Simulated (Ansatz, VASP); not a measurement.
## Two plane-wave programs on Tl3Sb2Mo

```
Tl Sb Mo
1.0
     3.07992    1.77819    4.71949
    -3.07992    1.77819    4.71949
     0.00000   -3.55639    4.71949
Tl Sb Mo
3 2 1
Direct
  0.00000 0.50000 0.00000
  0.00000 0.00000 0.50000
  0.50000 0.00000 0.00000
  0.37106 0.37106 0.37106
  0.62894 0.62894 0.62894
  0.00000 0.00000 0.00000
```

Change from the starting cell: species swapped into the Ho2AlFe3 type (R-3m, No. 166).

Alike in both runs: task single point; functional PBE; k mesh 3 × 3 × 3; occupations gaussian, width 0.1 eV; collinear spin.

|  | VASP | Ansatz |
| --- | --- | --- |
| version | VASP 6.6.1 | Ansatz 0.2.0 |
| potentials or method | VASP PAW PBE potentials, release 64 (Tl_d, Sb, Mo_sv), cutoff 520 eV | scalar-relativistic, plane waves, PAW |
| valence electrons in the cell | 63 | 83 |

VASP gave:

* gap on the k mesh at the Fermi level (eV): none
* pressure (GPa): 0.3
* traceless stress, the component that is largest in VASP (GPa): -1.24
* rms of the force components (eV/Å): 0.022
* net moment per atom (μB): 0.19
* size of the moment on the site where the two differ most (μB): 1.02

What did Ansatz give for the same quantities?

gap on the k mesh at the Fermi level (eV): none; pressure (GPa): 0.3; traceless stress, the component that is largest in VASP (GPa): -1.25; rms of the force components (eV/Å): 0.021; net moment per atom (μB): 0.19; size of the moment on the site where the two differ most (μB): 0.99.

Site moments also hang on the region over which each program counts them. Atom by atom the forces differ by 0.001 eV/Å (rms over components). A gap of «none» marks a metal or a gap that the smearing closes. VASP's potentials hold 63 valence electrons a cell and Ansatz's 83, so a difference there can come from the potentials and not from the codes.

The k mesh is coarse, so the values compare programs but aren't converged. Spin-orbit coupling is off throughout.
